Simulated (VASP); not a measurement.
V2SO, 4 atoms in the cell. The structure is tetragonal, space group P4/mmm (No. 123). Conventional cell: a = 3.304 Å, b = 3.304 Å, c = 4.650 Å, α = 90.00°, β = 90.00°, γ = 90.00°. Within 3.1 Å of V (site symmetry 4/mmm) lie 2 S at 2.32 Å and 4 O at 2.34 Å. V (site symmetry 4/mmm) has 2 O at 2.32 Å and 4 S at 2.34 Å within 3.1 Å. S (site symmetry 4/mmm) has 6 V at 2.32 to 2.34 Å within 3.1 Å. Within 3.1 Å of O (site symmetry 4/mmm) lie 6 V at 2.32 to 2.34 Å. 

| Property | Result |
| --- | --- |
| Program | VASP 6.6.1 |
| Task | single point |
| Functional | PBE |
| Potentials or basis | VASP PAW PBE potentials, release 64 (V_sv, S, O) |
| Cutoff | 520 eV |
| k mesh | 12 × 12 × 10 |
| Occupations | gaussian, width 0.1 eV |
| Spin | collinear spin, ferrimagnetic start |
| Starting moments | [2.23, -1.78, 0.0, 0.0] μB |
| Dipole correction | no |
| Further INCAR settings | ALGO = Normal; EDIFF = 1e-06; NBANDS = 31 |

Potentials or basis: VASP PAW PBE potentials, release 64 (V_sv, S, O).

Command:

```bash
$ cat potpaw_PBE.64/V_sv/POTCAR potpaw_PBE.64/S/POTCAR potpaw_PBE.64/O/POTCAR > POTCAR
$ mpirun -np 1 vasp_std > vasp.out
```

Hardware: 1 thread of AMD EPYC 9R45 96-Core Processor (Zen 5) (shared host).

Problem. Estimate the wall time of this run.

Solution. Run time: 6 min on 1 thread of AMD EPYC 9R45 96-Core Processor (Zen 5) (shared host), peak memory 0.44 GiB. Counts: scf iterations 19, k points 168.
